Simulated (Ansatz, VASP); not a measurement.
# Y in VASP and in Ansatz

```xyz
2
Lattice="3.6270 0.0000 0.0000 -1.8135 3.1411 0.0000 0.0000 0.0000 5.7088" Properties=species:S:1:pos:R:3 pbc="T T T"
Y     0.0000    2.0940    1.4272
Y     1.8135    1.0470    4.2816
```

Change from the starting cell: volume scaled by 0.98.

Alike in both runs: task single point; functional PBE; k mesh 12 × 12 × 7; occupations fermi-dirac, width 0.08 eV; no spin polarisation.

|  | VASP | Ansatz |
| --- | --- | --- |
| version | VASP 6.6.1 | Ansatz 0.2.0 |
| potentials or method | VASP PAW PBE potentials, release 64 (Y_sv), cutoff 520 eV | all-electron LAPW, scalar-relativistic |

|  | VASP | Ansatz | Ansatz less VASP |
| --- | --- | --- | --- |
| pressure (GPa) | 0.4 | 0.5 | +0.11 |
| traceless stress, the component that is largest in VASP (GPa) | -0.36 | -0.36 | -0.004 |

Ansatz ran all-electron here, and VASP with PAW potentials.
